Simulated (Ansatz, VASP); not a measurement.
## Na: VASP beside Ansatz

```
Na
1.0
    -1.81218    1.96083    2.94060
     1.85506   -1.59911    2.71231
     1.92756    1.71448   -2.68160
Na
1
Direct
  0.00000 0.00000 0.00000
```

Alike in both runs: task single point; functional PBE; k mesh 1 × 4 × 1; occupations gaussian, width 0.034 eV; no spin polarisation.

|  | VASP | Ansatz |
| --- | --- | --- |
| version | VASP 6.6.1 | Ansatz 0.2.0 |
| potentials or method | VASP PAW PBE potentials, release 64 (Na_pv), cutoff 500 eV | scalar-relativistic, plane waves, PAW |
| valence electrons in the cell | 7 | 9 |

|  | VASP | Ansatz | Ansatz less VASP |
| --- | --- | --- | --- |
| gap on the k mesh at the Fermi level (eV) | none | none | - |
| pressure (GPa) | -3.7 | -3.6 | +0.04 |
| traceless stress, the component that is largest in VASP (GPa) | 1.47 | 1.49 | +0.016 |

A gap of «none» marks a metal or a gap that the smearing closes. VASP's potentials hold 7 valence electrons a cell and Ansatz's 9, so a difference there can come from the potentials and not from the codes.

The k mesh is coarse, so the values compare programs but aren't converged.
